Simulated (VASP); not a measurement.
Crystal: ZnSe5.

```
Zn Se
1.0
     0.00000    4.06118    4.06118
     4.06118    0.00000    4.06118
     4.06118    4.06118    0.00000
Zn Se
1 5
Direct
  0.00000 0.00000 0.00000
  0.62507 0.62507 0.62507
  0.12478 0.62507 0.62507
  0.62507 0.62507 0.12478
  0.62507 0.12478 0.62507
  0.25000 0.25000 0.25000
```

The cell was generated, and may not be a known phase.

* Program: VASP 6.6.1
* Task: relaxation of cell and atoms
* Functional: PBE
* Potentials or basis: VASP PAW PBE potentials, release 64 (Zn, Se)
* Cutoff: 600 eV
* k mesh: 8 × 8 × 8
* Occupations: gaussian, width 0.1 eV
* Spin: no spin polarisation

At the start: pressure -1.2 GPa; volume 22.33 Å³/atom.

How do energy, volume and symmetry change on relaxing?

Over 5 steps the energy falls by 2.1 meV/atom and the volume is 21.80 Å³/atom (-2.3 %); space group F-43m (No. 216, to 0.1 Å) before and after.

Step by step:
```
step  energy change (eV)  largest force (eV/Å)  pressure (GPa)  volume (Å³)
   1              0.0000                0.0229           -1.24       133.96
   2             -0.0124                0.0207            0.08       130.65
   3             -0.0124                0.0209            0.01       130.83
   4             -0.0125                0.0179            0.00       130.83
   5             -0.0127                0.0087            0.00       130.83
```

Final structure:
```xyz
6
Lattice="0.0000 4.0293 4.0293 4.0293 0.0000 4.0293 4.0293 4.0293 0.0000" Properties=species:S:1:pos:R:3 pbc="T T T"
Zn    0.0000    0.0000    0.0000
Se    5.0401    5.0401    5.0401
Se    5.0401    3.0184    3.0184
Se    3.0184    3.0184    5.0401
Se    3.0184    5.0401    3.0184
Se    2.0146    2.0146    2.0146
```
